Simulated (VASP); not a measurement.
The system is Ta.

```
CELL_PARAMETERS angstrom
2.71000 0.00000 0.00000
0.00000 2.71000 0.00000
0.00000 0.00000 2.71000
ATOMIC_POSITIONS crystal
Ta 0.00000 0.00000 0.00000
```

| Quantity | Value |
| --- | --- |
| Program | VASP 6.6.1 |
| Task | relaxation of cell and atoms |
| Functional | PBE |
| Potentials or basis | VASP PAW PBE potentials, release 64 (Ta_pv) |
| Cutoff | 600 eV |
| k mesh | 9 × 9 × 9 |
| Occupations | gaussian, width 0.05 eV |
| Spin | no spin polarisation |

At the start: pressure 4.8 GPa; volume 19.90 Å³/atom.

Task: Where does the relaxation end?

Result: Over 3 steps the energy falls by 9.3 meV/atom and the volume is 20.56 Å³/atom (+3.3 %); space group Pm-3m (No. 221, to 0.05 Å).

The path:
```tsv
step	energy change (eV)	largest force (eV/Å)	pressure (GPa)	volume (Å³)
1	0.0000	0.0000	4.78	19.90
2	0.0143	0.0000	-6.42	21.66
3	-0.0093	0.0000	-0.07	20.56
```

Final structure:
```cif
data_structure
_symmetry_space_group_name_H-M 'P 1'
_symmetry_Int_Tables_number 1
_cell_length_a 2.7394
_cell_length_b 2.7394
_cell_length_c 2.7394
_cell_angle_alpha 90.000
_cell_angle_beta 90.000
_cell_angle_gamma 90.000
_cell_volume 20.56
loop_
_atom_site_label
_atom_site_type_symbol
_atom_site_fract_x
_atom_site_fract_y
_atom_site_fract_z
_atom_site_occupancy
Ta1 Ta 0.00000 0.00000 0.00000 1
```
